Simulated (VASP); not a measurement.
The system is SiC (rocksalt type).

```
CELL_PARAMETERS angstrom
0.00000 2.15443 2.15443
2.15443 0.00000 2.15443
2.15443 2.15443 0.00000
ATOMIC_POSITIONS crystal
Si 0.00000 0.00000 0.00000
C 0.50000 0.50000 0.50000
```

- Program: VASP 6.6.1
- Task: relaxation of cell and atoms
- Functional: LDA
- Potentials or basis: VASP PAW LDA potentials, release 64 (Si, C)
- Cutoff: 600 eV
- k mesh: 15 × 15 × 15
- Occupations: fermi-dirac, width 0.05 eV
- Spin: no spin polarisation

At the start: pressure -36.1 GPa; volume 10.00 Å³/atom.

**Question.** Where does the relaxation end?

**Answer.** Over 6 steps the energy falls by 265.4 meV/atom and the volume is 8.06 Å³/atom (-19.4 %); space group Fm-3m (No. 225, to 0.05 Å).

The path:
| step | energy change (eV) | largest force (eV/Å) | pressure (GPa) | volume (Å³) |
| --- | --- | --- | --- | --- |
| 1 | 0.0000 | 0.0000 | -36.09 | 20.00 |
| 2 | -0.2838 | 0.0000 | 45.86 | 14.16 |
| 3 | -0.5307 | 0.0000 | -0.74 | 16.16 |
| 4 | -0.5308 | 0.0000 | 0.47 | 16.09 |
| 5 | -0.5308 | 0.0000 | -0.40 | 16.14 |
| 6 | -0.5308 | 0.0000 | 0.00 | 16.11 |

Final structure:
```
Si C
1.0
     0.00000    2.00477    2.00477
     2.00477    0.00000    2.00477
     2.00477    2.00477    0.00000
Si C
1 1
Direct
  0.00000 0.00000 0.00000
  0.50000 0.50000 0.50000
```

Caveat: the volume moved by over 15 % at a fixed basis, so the end points are rough.
